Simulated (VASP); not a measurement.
# ScAl3F (Pm-3m) in VASP: further runs, part 2 of 2

VASP 6.6.1. Earlier steps stand in the parts before.

**3. Relaxation of cell and atoms, PBE**

This run uses another cell than the first one, of 31.91 Å³/atom.

Input file INCAR:

```
PREC = Accurate
ENCUT = 600
EDIFF = 1E-7
ISMEAR = 0
SIGMA = 0.1
LREAL = F
LASPH = T
NELM = 80
ALGO = Normal
ISIF = 3
LWAVE = F
LCHARG = F
GGA = PE
IBRION = 2
NSW = 100
EDIFFG = -0.01
```

Input file KPOINTS:

```
Automatic mesh
0
Gamma
  8 8 8
```

Input file POSCAR:

```
ScAl3F
1.0
    5.4236903446      0.0000000000      0.0000000000
    0.0000000000      5.4236903446      0.0000000000
    0.0000000000      0.0000000000      5.4236903446
Sc Al F
1 3 1
Direct
    0.5000000000      0.5000000000      0.5000000000
    0.0000000000      0.5000000000      0.5000000000
    0.5000000000      0.0000000000      0.5000000000
    0.5000000000      0.5000000000      0.0000000000
    0.0000000000      0.0000000000      0.0000000000
```

Potentials or basis: VASP PAW PBE potentials, release 64 (Sc_sv, Al, F).

Command:

```
$ cat potpaw_PBE.64/Sc_sv/POTCAR potpaw_PBE.64/Al/POTCAR potpaw_PBE.64/F/POTCAR > POTCAR
$ mpirun -np 1 vasp_std > vasp.out
```

OUTCAR:

```text
PREC = Accurate
   ENCUT = 600
   EDIFF = 1E-7
   ISMEAR = 0
   LREAL = F
   LASPH = T
   NELM = 80
   ISIF = 3
   GGA = PE
   IBRION = 2
   NSW = 100
   EDIFFG = -0.01

 ion  position               nearest neighbor table
   1  0.500  0.500  0.500-   2 2.71   3 2.71   4 2.71   4 2.71   3 2.71   2 2.71
   2  0.000  0.500  0.500-   1 2.71   1 2.71
   3  0.500  0.000  0.500-   1 2.71   1 2.71
   4  0.500  0.500  0.000-   1 2.71   1 2.71
   5  0.000  0.000  0.000-

  LATTYP: Found a simple cubic cell.
 ALAT       =     5.4236903446

  Lattice vectors:

 A1 = (   5.4236903446,   0.0000000000,   0.0000000000)
 A2 = (   0.0000000000,   5.4236903446,   0.0000000000)
 A3 = (   0.0000000000,   0.0000000000,   5.4236903446)

Analysis of symmetry for initial positions (statically):
=====================================================================
 Subroutine PRICEL returns:
 Original cell was already a primitive cell.

 Routine SETGRP: Setting up the symmetry group for a
 simple cubic supercell.

 Subroutine GETGRP returns: Found 48 space group operations
 (whereof 48 operations were pure point group operations)
 out of a pool of 48 trial point group operations.

The static configuration has the point symmetry O_h .

Analysis of symmetry for dynamics (positions and initial velocities):
=====================================================================
 Subroutine PRICEL returns:
 Original cell was already a primitive cell.

 Routine SETGRP: Setting up the symmetry group for a
 simple cubic supercell.

 Subroutine GETGRP returns: Found 48 space group operations
 (whereof 48 operations were pure point group operations)
 out of a pool of 48 trial point group operations.

The dynamic configuration has the point symmetry O_h .

 Subroutine INISYM returns: Found 48 space group operations
 (whereof 48 operations are pure point group operations),
 and found     1 'primitive' translations
[... 129 lines left out ...]
   IVDW    =     0    specifies the selected vdW correction
   LEPSILON=     F    determine dielectric tensor
   LRPA    =     F    only Hartree local field effects (RPA)
 conjugate gradient relaxation of ions
 non-spin polarized calculation
 Gauss-broadening in eV      SIGMA  =   0.10
  energy-cutoff  :      600.00
  volume of cell :      159.55
 maximum number of plane-waves:      5400
 NGX is ok and might be reduce to    48
   NGX = 21   NGY = 21   NGZ = 21

--------------------------------------- Ionic step        1  -------------------------------------------

 number of electron      26.9999996 magnetization

 Free energy of the ion-electron system (eV)
  ---------------------------------------------------
  ext. energy  EPLUGINS =         0.00000000
  ---------------------------------------------------
  free energy    TOTEN  =       -15.54428357 eV

  energy without entropy =      -15.45196489  energy(sigma->0) =      -15.49812423

------------------------ aborting loop because EDIFF is reached ----------------------------------------

  FORCE on cell =-STRESS in cart. coord.  units (eV):
  Direction    XX          YY          ZZ          XY          YZ          ZX
  --------------------------------------------------------------------------------------
  -------------------------------------------------------------------------------------
  Total        0.3164719      0.3164719      0.3164719      0.0000000      0.0000000     -0.0000000
  in kB        3.1780530      3.1780530      3.1780530      0.0000000      0.0000000     -0.0000000
  external PRESSURE =       3.1780530 kB  Pullay stress =       0.0000000 kB
[... 65 lines left out ...]
--------------------------------------- Ionic step        3  -------------------------------------------

 number of electron      26.9999993 magnetization

 Free energy of the ion-electron system (eV)
  ---------------------------------------------------
  ext. energy  EPLUGINS =         0.00000000
  ---------------------------------------------------
  free energy    TOTEN  =       -15.54702281 eV

  energy without entropy =      -15.45266550  energy(sigma->0) =      -15.49984416

 E-fermi :   0.5162     XC(G=0):  -7.3411

 val. band max:        0.5150639570   @ k =   0.3750   0.1250   0.1250
 cond. band min:       0.5162197674   @ k =   0.5000   0.3750   0.2500
 fundamental gap:      0.0011558103
 Fermi energy:         0.5161562416

 k-point     1 :       0.0000    0.0000    0.0000
  band No.  band energies     occupation
      1     -48.6053      2.00000
      2     -27.3078      2.00000
      3     -27.3078      2.00000
      4     -27.3078      2.00000
      5     -19.0256      2.00000
      6      -5.4122      2.00000
[... 457 lines left out ...]
      4     -27.3080      2.00000
      5     -19.0248      2.00000
      6      -4.1980      2.00000
[... 9 lines left out ...]
     16       0.7599      0.00057
     17       1.0851      0.00000

 [... further k-points ...]

------------------------ aborting loop because EDIFF is reached ----------------------------------------

  FORCE on cell =-STRESS in cart. coord.  units (eV):
  Direction    XX          YY          ZZ          XY          YZ          ZX
  --------------------------------------------------------------------------------------
  -------------------------------------------------------------------------------------
  Total       -0.0407235     -0.0407235     -0.0407235     -0.0000000      0.0000000     -0.0000000
  in kB       -0.4006619     -0.4006619     -0.4006619     -0.0000000      0.0000000     -0.0000000
  external PRESSURE =      -0.4006619 kB  Pullay stress =       0.0000000 kB
[... 20 lines left out ...]
  FREE ENERGIE OF THE ION-ELECTRON SYSTEM (eV)
  ---------------------------------------------------
  free  energy   TOTEN  =       -15.5470228134 eV

  energy  without entropy=      -15.4526655012  energy(sigma->0) =      -15.49984416

 reached required accuracy - stopping structural energy minimisation
```

CONTCAR:

```text
ScAl3F
   1.00000000000000
     5.4608358069918559    0.0000000000000000   -0.0000000000000000
     0.0000000000000000    5.4608358069918559    0.0000000000000000
     0.0000000000000000    0.0000000000000000    5.4608358069918559
  Sc              Al              F
     1     3     1
Direct
     0.5000000000000000    0.5000000000000000    0.5000000000000000
     0.0000000000000000    0.5000000000000000    0.5000000000000000
     0.5000000000000000    0.0000000000000000    0.5000000000000000
     0.5000000000000000    0.5000000000000000    0.0000000000000000
     0.0000000000000000    0.0000000000000000    0.0000000000000000

  0.00000000E+00  0.00000000E+00  0.00000000E+00
  0.00000000E+00  0.00000000E+00  0.00000000E+00
  0.00000000E+00  0.00000000E+00  0.00000000E+00
  0.00000000E+00  0.00000000E+00  0.00000000E+00
  0.00000000E+00  0.00000000E+00  0.00000000E+00
```

Wall time 3.5 min (1 thread of Intel Xeon Platinum 8488C (Sapphire Rapids), shared host); peak memory 0.41 GiB.

What came out:

| Quantity | Value |
| --- | --- |
| Free energy | -15.5470 eV |
| Relaxed volume | 32.57 Å³/atom |
| Relaxed cell | a = 5.461 Å, b = 5.461 Å, c = 5.461 Å, α = 90.00°, β = 90.00°, γ = 90.00° |
| Space group after relaxing (to 0.1 Å) | Pm-3m (No. 221) |
| Energy gained by relaxing | 0.5 meV/atom |
| Ionic steps | 3 |
| Pressure after relaxing | 0.0 GPa |
| Band gap on the k mesh | zero (an odd number of electrons rules out a gap without spin polarisation) |

The path:
```tsv
step	energy change (eV)	largest force (eV/Å)	pressure (GPa)	volume (Å³)
1	0.0000	0.0000	0.32	159.55
2	-0.0021	0.0000	0.16	161.01
3	-0.0027	0.0000	-0.04	162.85
```

Final structure:
```
Sc Al F
1.0
     5.46084    0.00000    0.00000
     0.00000    5.46084    0.00000
     0.00000    0.00000    5.46084
Sc Al F
1 3 1
Cartesian
  2.7304 2.7304 2.7304
  0.0000 2.7304 2.7304
  2.7304 0.0000 2.7304
  2.7304 2.7304 0.0000
  0.0000 0.0000 0.0000
```

Caveat: the highest band is partly filled, so the run has too few bands; an odd number of electrons without spin polarisation forces a metal; a magnetic or distorted state may lie lower.
